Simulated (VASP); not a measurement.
A run of VASP 6.6.1:

File INCAR:

```
SYSTEM = As
  PREC = Accurate
  ENCUT = 520
  EDIFF = 1E-6
  ISMEAR = 0
  SIGMA = 0.05
  LREAL = .FALSE.
  LASPH = .TRUE.
  NELM = 60
  ALGO = Normal
  ISIF = 2
  LWAVE = .FALSE.
  LCHARG = .FALSE.
  LDIPOL = .TRUE.
  IDIPOL = 3
  DIPOL = 0.5 0.5 0.364
  GGA = PE
  IVDW = 12
  NBANDS = 18
```

Contents of KPOINTS:

```
regular mesh
0
G
  9 9 1
  0 0 0
```

File POSCAR:

```
As
1.0
    3.5716242980      0.0000000000      0.0000000000
   -1.7858121490      3.0931173748      0.0000000000
    0.0000000000      0.0000000000     20.2951239168
As
4
Direct
    0.3333333333      0.6666666667      0.2217281362
    0.6666666667      0.3333333333      0.2905595911
    1.3333333333      0.6666666667      0.4382627401
    1.6666666667      0.3333333333      0.5071008648
```

Potentials or basis: VASP PAW PBE potentials, release 64 (As).

The run is started by

```sh
$ cat potpaw_PBE.64/As/POTCAR > POTCAR
$ mpirun -np 1 vasp_std > vasp.out
```

Hardware: 1 thread of Intel(R) Xeon(R) 6975P-C (Granite Rapids), with other jobs on the host.

Estimate the wall time of this run.

It took 41 s on 1 thread of Intel(R) Xeon(R) 6975P-C (Granite Rapids), with other jobs on the host, peak memory 0.33 GiB. Counts: scf iterations 18, k points 12.
